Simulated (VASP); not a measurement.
# Ag in VASP: further runs

Runs on Ag. Level: PBE. Tasks: single point.

Program: VASP 6.6.1. These are calculated values, not measurements. Logs are shortened: lines on timing, memory, paths and dates and some standing lists are left out, and cuts for length are marked.

## 1. The cell of the first run

The typed cell holds 3 atoms: a = 7.403 Å, b = 7.403 Å, c = 7.403 Å, α = 22.96°, β = 22.96°, γ = 22.96°.

## 2. Single point, PBE (atoms moved at random)

Input file INCAR:

```
PREC = Accurate ; ENCUT = 520
EDIFF = 1E-6 ; ISMEAR = -1
SIGMA = 0.05 ; LREAL = False
LASPH = True ; NELM = 100
ALGO = Fast ; ISIF = 2
LWAVE = False ; LCHARG = False
GGA = PE ; NBANDS = 24
```

Input file KPOINTS:

```
Automatic mesh
0
Gamma
  10 10 10
```

Input file POSCAR:

```
Ag
1.0
    1.4730471633      0.8504641763      7.2046500000
   -1.4730471633      0.8504641763      7.2046500000
    0.0000000000     -1.7009283525      7.2046500000
Ag
3
Direct
    0.2026410000      0.2191140000      0.2408080000
    0.7812640000      0.7648400000      0.7880730000
   -0.0257970000      0.0076110000      0.0182910000
```

Potentials or basis: VASP PAW PBE potentials, release 64 (Ag).

Started as:

```console
> cat potpaw_PBE.64/Ag/POTCAR > POTCAR
> mpirun -np 1 vasp_std > vasp.out
```

OUTCAR:

```text
PREC = Accurate
   ENCUT = 520
   EDIFF = 1E-6
   ISMEAR = -1
   LREAL = False
   LASPH = True
   NELM = 100
   ISIF = 2
   GGA = PE

 ion  position               nearest neighbor table
   1  0.203  0.219  0.241-   2 2.90   2 2.90   2 2.95   3 2.96   3 2.97   3 2.98
   2  0.781  0.765  0.788-   1 2.90   1 2.90   3 2.92   3 2.94   1 2.95   3 2.99
   3  0.974  0.008  0.018-   2 2.92   2 2.94   1 2.96   1 2.97   1 2.98   2 2.99

  LATTYP: Found a trigonal (rhomboedric) cell.
 ALAT       =     7.4027115899
 COS(alpha) =     0.9208079399

  Lattice vectors:

 A1 = (   1.4730471633,   0.8504641763,   7.2046500000)
 A2 = (  -1.4730471633,   0.8504641763,   7.2046500000)
 A3 = (   0.0000000000,  -1.7009283525,   7.2046500000)

Analysis of symmetry for initial positions (statically):
=====================================================================
 Subroutine PRICEL returns:
 Original cell was already a primitive cell.

 Routine SETGRP: Setting up the symmetry group for a
 trigonal (rhombohedral) supercell.

 Subroutine GETGRP returns: Found  1 space group operations
 (whereof  1 operations were pure point group operations)
 out of a pool of 12 trial point group operations.

The static configuration has the point symmetry C_1 .

Analysis of symmetry for dynamics (positions and initial velocities):
=====================================================================
 Subroutine PRICEL returns:
 Original cell was already a primitive cell.

 Routine SETGRP: Setting up the symmetry group for a
 trigonal (rhombohedral) supercell.

 Subroutine GETGRP returns: Found  1 space group operations
 (whereof  1 operations were pure point group operations)
 out of a pool of 12 trial point group operations.

The dynamic configuration has the point symmetry C_1 .

 Subroutine INISYM returns: Found  1 space group operations
 (whereof  1 operations are pure point group operations),
 and found     1 'primitive' translations

----------------------------------------------------------------------------------------

                                     Primitive cell

  volume of cell :      54.1548

  direct lattice vectors                    reciprocal lattice vectors
     1.473047163  0.850464176  7.204650000     0.339432445  0.195971413  0.046266416
    -1.473047163  0.850464176  7.204650000    -0.339432445  0.195971413  0.046266416
     0.000000000 -1.700928353  7.204650000     0.000000000 -0.391942827  0.046266416

  length of vectors
     7.402711590  7.402711590  7.402711590     0.394664111  0.394664111  0.394664111

  position of ions in fractional coordinates (direct lattice)
     0.202641000  0.219114000  0.240808000
     0.781264000  0.764840000  0.788073000
     0.974203000  0.007611000  0.018291000

  ion indices of the primitive-cell ions
   primitive index   ion index
                 1           1
                 2           2
                 3           3

----------------------------------------------------------------------------------------

 KPOINTS: Automatic mesh

Automatic generation of k-mesh.
 Grid dimensions read from file:
 generate k-points for:   10   10   10

 Generating k-lattice:

  Cartesian coordinates                     Fractional coordinates (reciprocal lattice)
     0.033943244  0.019597141  0.004626642     0.100000000  0.000000000 -0.000000000
    -0.033943244  0.019597141  0.004626642     0.000000000  0.100000000 -0.000000000
     0.000000000 -0.039194283  0.004626642    -0.000000000 -0.000000000  0.100000000

  Length of vectors
     0.039466411  0.039466411  0.039466411

  Shift w.r.t. Gamma in fractional coordinates (k-lattice)
     0.000000000  0.000000000  0.000000000

 Subroutine IBZKPT returns following result:
 ===========================================

 Found    504 irreducible k-points:

 Following reciprocal coordinates:
            Coordinates               Weight
  0.000000  0.000000  0.000000      1.000000
  0.100000 -0.000000 -0.000000      2.000000
 -0.000000  0.100000 -0.000000      2.000000
  0.000000  0.000000  0.100000      2.000000
  0.200000 -0.000000 -0.000000      2.000000
 -0.000000  0.200000 -0.000000      2.000000
[... 16 lines left out ...]
 -0.100000 -0.200000  0.000000      2.000000
  0.100000 -0.000000  0.200000      2.000000
 [... further k-points ...]
   k-points           NKPTS =    504   k-points in BZ     NKDIM =    504   number of bands    NBANDS=     24
   number of dos      NEDOS =    301   number of ions     NIONS =      3
   total plane-waves  NPLWV = 175616
   dimension x,y,z NGX =    56 NGY =   56 NGZ =   56
   dimension x,y,z NGXF=   112 NGYF=  112 NGZF=  112
   ions per type =               3
   NGX,Y,Z   is equivalent  to a cutoff of  12.58, 12.58, 12.58 a.u.
   NGXF,Y,Z  is equivalent  to a cutoff of  25.15, 25.15, 25.15 a.u.
 SYSTEM =  unknown system
   PREC   = accura    normal or accurate (medium, high low for compatibility)
   ISTART =      0    job   : 0-new  1-cont  2-samecut
   ICHARG =      2    charge: 1-file 2-atom 10-const
   ISPIN  =      1    spin polarized calculation?
   LNONCOLLINEAR =      F non collinear calculations
   LSORBIT =      F    spin-orbit coupling
   LASPH  =      T    aspherical Exc in radial PAW
   ENCUT  =  520.0 eV  38.22 Ry    6.18 a.u.  13.76 13.76 13.76*2*pi/ulx,y,z
   NELM   =    100;   NELMIN=  2; NELMDL= -5     # of ELM steps
   EDIFF  = 0.1E-05   stopping-criterion for ELM
   LREAL  =      F    real-space projection
   EDIFFG = 0.1E-04   stopping-criterion for IOM
   NSW    =      0    number of steps for IOM
   IBRION =     -1    ionic relax: 0-MD 1-quasi-New 2-CG
   NFREE  =      0    steps in history (QN), initial steepest desc. (CG)
   ISIF   =      2    stress and relaxation
   ISYM   =      2    0-nonsym 1-usesym 2-fastsym
   POTIM  = 0.5000    time-step for ionic-motion
   TEBEG  =    0.0;   TEEND  =   0.0 temperature during run
   PSTRESS=    0.0 pullay stress
   NELECT =      33.0000    total number of electrons
   NUPDOWN=      -1.0000    fix difference up-down
   EMIN   =  10.00;   EMAX   =-10.00  energy-range for DOS
   EFERMI =   0.00;   METHOD = LEGACY
   ISMEAR =    -1;   SIGMA  =   0.05  broadening in eV -4-tet -1-fermi 0-gaus
   EFERMI_NEDOS =   21; number of points for ismear=-14 and -15
   IALGO  =     68    algorithm
   IMIX   =      4    mixing-type and parameters
     AMIX     =   0.40;   BMIX     =  1.00
     AMIX_MAG =   1.60;   BMIX_MAG =  1.00
  volume/ion in A,a.u.               =      18.05       121.82
  Fermi-wavevector in a.u.,A,eV,Ry     =   1.387929  2.622805 26.209536  1.926347
  Thomas-Fermi vector in A             =   2.512103
   LORBIT       =      0    0 simple, 1 ext, 2 COOP (PROOUT), +10 PAW based schemes
   GGA     = PE    functional components
   LHFCALC =     F    Hartree Fock is set to
   AEXX    =    0.0000 exact exchange contribution
   IVDW    =     0    specifies the selected vdW correction
   LEPSILON=     F    determine dielectric tensor
   LRPA    =     F    only Hartree local field effects (RPA)
 non-spin polarized calculation
 RMM-DIIS sequential band-by-band and
  energy-cutoff  :      520.00
  volume of cell :       54.15
 maximum number of plane-waves:      1494
   NGX = 27   NGY = 27   NGZ = 27

 number of electron      33.0000001 magnetization

 Free energy of the ion-electron system (eV)
  ---------------------------------------------------
  ext. energy  EPLUGINS =         0.00000000
  ---------------------------------------------------
  free energy    TOTEN  =        -8.12383244 eV

  energy without entropy =       -8.11592408  energy(sigma->0) =       -8.11987826

 E-fermi :   7.6132     XC(G=0): -11.8698

 val. band max:        7.6084672092   @ k =  -0.2000  -0.3000   0.1000
 cond. band min:       7.6245652753   @ k =  -0.4000   0.1000   0.1000
 fundamental gap:      0.0160980661
 Fermi energy:         7.6132437513

 k-point     1 :       0.0000    0.0000    0.0000
  band No.  band energies     occupation
      1       0.3041      2.00000
      2       1.7142      2.00000
      3       1.7466      2.00000
      4       3.0395      2.00000
      5       3.0500      2.00000
      6       3.0628      2.00000
[... 16 lines left out ...]
     23      24.5506      0.00000
     24      25.5425      0.00000

 k-point     2 :       0.1000   -0.0000   -0.0000
  band No.  band energies     occupation
      1       0.5684      2.00000
      2       1.8828      2.00000
      3       1.9284      2.00000
      4       2.9498      2.00000
      5       2.9522      2.00000
      6       3.1558      2.00000
[... 16 lines left out ...]
     23      23.7619      0.00000
     24      24.1632      0.00000

 k-point     3 :      -0.0000    0.1000   -0.0000
  band No.  band energies     occupation
      1       0.5695      2.00000
      2       1.8880      2.00000
      3       1.9298      2.00000
      4       2.9359      2.00000
      5       2.9641      2.00000
      6       3.1573      2.00000
[... 16 lines left out ...]
     23      23.8321      0.00000
     24      24.1237      0.00000

 k-point     4 :       0.0000    0.0000    0.1000
  band No.  band energies     occupation
      1       0.5695      2.00000
      2       1.8875      2.00000
      3       1.9301      2.00000
      4       2.9380      2.00000
      5       2.9622      2.00000
      6       3.1570      2.00000
[... 16 lines left out ...]
     23      23.8255      0.00000
     24      24.1253      0.00000

 k-point     5 :       0.2000   -0.0000   -0.0000
  band No.  band energies     occupation
      1       1.2567      2.00000
      2       2.1868      2.00000
      3       2.2504      2.00000
      4       2.6503      2.00000
      5       2.7671      2.00000
      6       2.9614      2.00000
[... 451 lines left out ...]
 k-point    22 :      -0.0000    0.2000    0.1000
  band No.  band energies     occupation
      1       1.0799      2.00000
      2       2.1236      2.00000
      3       2.2585      2.00000
      4       2.7070      2.00000
      5       2.8184      2.00000
      6       2.9611      2.00000
[... 16 lines left out ...]
     23      21.1614      0.00000
     24      21.9218      0.00000

 k-point    23 :      -0.1000   -0.2000    0.0000
  band No.  band energies     occupation
      1       1.0832      2.00000
      2       2.1348      2.00000
      3       2.2648      2.00000
      4       2.7100      2.00000
      5       2.8248      2.00000
      6       2.9401      2.00000
[... 16 lines left out ...]
     23      21.1752      0.00000
     24      21.9257      0.00000

 k-point    24 :       0.1000   -0.0000    0.2000
  band No.  band energies     occupation
      1       1.0831      2.00000
      2       2.1345      2.00000
      3       2.2652      2.00000
      4       2.7108      2.00000
      5       2.8248      2.00000
      6       2.9381      2.00000
[... 16 lines left out ...]
     23      21.1777      0.00000
     24      21.9232      0.00000

 [... further k-points ...]
[... 5 lines left out ...]
  --------------------------------------------------------------------------------------
  -------------------------------------------------------------------------------------
  Total       -0.2099760     -0.1556154     -0.3213723     -0.0534604      0.0105291      0.0083788
  in kB       -6.2121711     -4.6039054     -9.5078473     -1.5816347      0.3115050      0.2478875
  external PRESSURE =      -6.7746412 kB  Pullay stress =       0.0000000 kB

 VOLUME and BASIS-vectors are now :
 -----------------------------------------------------------------------------
  energy-cutoff  :      520.00
  volume of cell :       54.15
      direct lattice vectors                 reciprocal lattice vectors
     1.473047163  0.850464176  7.204650000     0.339432445  0.195971413  0.046266416
    -1.473047163  0.850464176  7.204650000    -0.339432445  0.195971413  0.046266416
     0.000000000 -1.700928353  7.204650000     0.000000000 -0.391942827  0.046266416

 POSITION                                       TOTAL-FORCE (eV/Angst)
 -----------------------------------------------------------------------------------
     -0.02427     -0.05091      4.77353         0.010450      0.011805      0.167766
      0.02419     -0.02555     16.81693        -0.051407     -0.017163     -0.108475
      1.42384      0.80389      7.20541         0.040957      0.005358     -0.059291
 -----------------------------------------------------------------------------------
    total drift:                               -0.000002      0.000003     -0.000103

  FREE ENERGIE OF THE ION-ELECTRON SYSTEM (eV)
  ---------------------------------------------------
  free  energy   TOTEN  =        -8.1238324383 eV

  energy  without entropy=       -8.1159240833  energy(sigma->0) =       -8.11987826
```

Run time: 42 min. Hardware: 1 thread of Intel Xeon Platinum 8259CL at 2.50GHz (Skylake/Cascade Lake), shared host; peak memory 0.79 GiB.

Results:

| Quantity | Value |
| --- | --- |
| Free energy | -8.1238 eV |
| Pressure | -0.7 GPa |
| Largest force | 0.169 eV/Å |
| Band gap on the k mesh | zero (an odd number of electrons rules out a gap without spin polarisation) |

Forces on the atoms (eV/Å):
```
Ag   0.010  0.012  0.168
Ag  -0.051 -0.017 -0.108
Ag   0.041  0.005 -0.059
```

Levels at points of the mesh, in eV from the Fermi level:
```
           k point  band 15  band 16  band 17  band 18  band 19  band 20
(0.00, 0.00, 0.00)    -3.13    -3.12    -3.08    -3.06     7.59     7.79
(0.50, 0.00, 0.00)    -2.80    -0.01     1.29     1.40     4.62     4.84
(0.00, 0.50, 0.00)    -2.79     0.08     1.20     1.29     4.75     4.93
(0.00, 0.00, 0.50)    -2.79     0.07     1.24     1.27     4.75     4.94
(0.50, 0.50, 0.00)    -2.77     0.39     0.58     1.48     3.87     5.95
(0.50, 0.00, 0.50)    -2.77     0.38     0.59     1.47     3.87     5.96
(0.00, 0.50, 0.50)    -2.77     0.41     0.58     1.58     3.79     5.75
(0.50, 0.50, 0.50)    -3.48    -3.01    -2.94    -0.18     3.37    13.68
```

Caveat: the cell differs from its parent crystal (atoms moved at random).

[end of part 1 of 2]

The gap in the log of VASP goes by the Fermi energy; the results here count the filled bands.